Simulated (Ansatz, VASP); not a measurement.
Rb in VASP and in Ansatz

```xyz
2
Lattice="5.0882 0.0000 0.0000 -2.5441 4.4065 0.0000 0.0000 0.0000 8.4421" Properties=species:S:1:pos:R:3 pbc="T T T"
Rb    0.0000    2.9377    2.1105
Rb    2.5441    1.4688    6.3315
```

Alike in both runs: task single point; functional r2SCAN; k mesh 12 × 12 × 6; occupations gaussian, width 0.15 eV; no spin polarisation.

|  | VASP | Ansatz |
| --- | --- | --- |
| version | VASP 6.6.1 | Ansatz 0.2.0 |
| potentials or method | VASP PAW PBE potentials, release 64 (Rb_sv), cutoff 520 eV | scalar-relativistic, plane waves, PAW |
| valence electrons in the cell | 18 | 18 |

```tsv
	VASP	Ansatz	Ansatz less VASP
gap on the k mesh at the Fermi level (eV)	none	none	-
pressure (GPa)	0.0	0.0	-0.01
```

VASP's potentials were made for PBE, not for r2SCAN. A gap of «none» marks a metal or a gap that the smearing closes.
